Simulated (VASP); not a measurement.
Here is a VASP 6.6.1 calculation.

File INCAR:

```
PREC     = Accurate       # precision mode
ENCUT    = 520            # plane-wave cutoff, eV
EDIFF    = 1E-6           # SCF threshold, eV
ISMEAR   = -1             # smearing method
SIGMA    = 0.05           # smearing width, eV
LREAL    = Auto         
LASPH    = T              # aspherical terms in the spheres
NELM     = 80             # most SCF steps
ALGO     = Normal         # electronic algorithm
ISIF     = 2              # what is computed and relaxed
LWAVE    = F              # write WAVECAR
LCHARG   = F              # write CHGCAR
GGA      = PS             # functional
NBANDS   = 57             # bands
```

The input KPOINTS:

```
Automatic mesh
0
Gamma
  3 3 1
```

POSCAR

```
BH9C16
1.0
    5.0487420000      0.0000000000      0.0000000000
    2.5243710000      4.3723390000      0.0000000000
    0.0000000000      0.0000000000     15.7764260000
H C B
9 16 1
Direct
    0.1666667000      0.1666667000      0.0633857000
    0.6666667000      0.1666667000      0.0633857000
    0.1666667000      0.6666667000      0.0633857000
    0.6666667000      0.6666667000      0.0633857000
   -0.0004769279      0.4962122489      0.3639196695
    0.5040779231      0.4964627744      0.3638545428
    0.1180949494     -0.2301816965      0.4384853865
    0.4989883062      0.0014827209      0.3650291950
   -0.1202633972      0.2357385025      0.4389886353
    0.1666667000      0.1666667000      0.1331100000
    0.6666667000      0.1666667000      0.1331100000
    0.1666667000      0.6666667000      0.1331100000
    0.6666667000      0.6666667000      0.1331100000
   -0.1666667000      0.3333333000      0.1657717000
    0.3333333000      0.3333333000      0.1657717000
   -0.1666667000      0.8333333000      0.1657717000
    0.3333333000      0.8333333000      0.1657717000
   -0.1670084633      0.3340016825      0.2629726254
    0.3331802421      0.3336743990      0.2633341083
   -0.1663510055      0.8329463834      0.2638516004
    0.3334108924      0.8329096426      0.2638011004
   -0.0015915652      0.0035292725      0.2976271704
    0.4999926684     -0.0000290256      0.2938914184
   -0.0004356823      0.4998009077      0.2936902244
    0.5006283998      0.4998043034      0.2936765183
   -0.0016934601      0.0032042393      0.3977247213
```

Potentials or basis: VASP PAW PBE potentials, release 64 (H, C, B).

Command:

```console
$ cat potpaw_PBE.64/H/POTCAR potpaw_PBE.64/C/POTCAR potpaw_PBE.64/B/POTCAR > POTCAR
$ mpirun -np 1 vasp_std > vasp.out
```

Q: Estimate the band gap on the k mesh.

A: 1.63 eV.

Q: What does it give for the largest force?

A: 1.379 eV/Å.

Forces on the atoms (eV/Å):
```
H    0.007 -0.006 -0.339
H   -0.007 -0.006 -0.339
H    0.000 -0.006 -0.329
H    0.000  0.015 -0.336
H    0.002  0.003  0.036
H   -0.001  0.001  0.043
H   -0.007 -0.001  0.008
H    0.002 -0.002  0.045
H   -0.006  0.009  0.015
C   -0.006  0.011  1.262
C    0.006  0.011  1.264
C    0.000  0.006  1.326
C   -0.001 -0.030  1.379
C    0.001 -0.139 -1.117
C   -0.002 -0.090 -1.137
C    0.162  0.120 -0.910
C   -0.161  0.119 -0.922
C    0.002 -0.008  0.010
C   -0.003  0.004  0.006
C    0.011  0.004  0.001
C   -0.001  0.002  0.011
C   -0.022 -0.003  0.021
C    0.001 -0.004  0.005
C   -0.001 -0.007  0.004
C    0.003 -0.005 -0.007
B    0.022  0.001  0.001
```

Caveat: the k points lie up to 0.48 Å⁻¹ apart; the PAW data sets were made with another functional, which shifts forces and pressure a little.
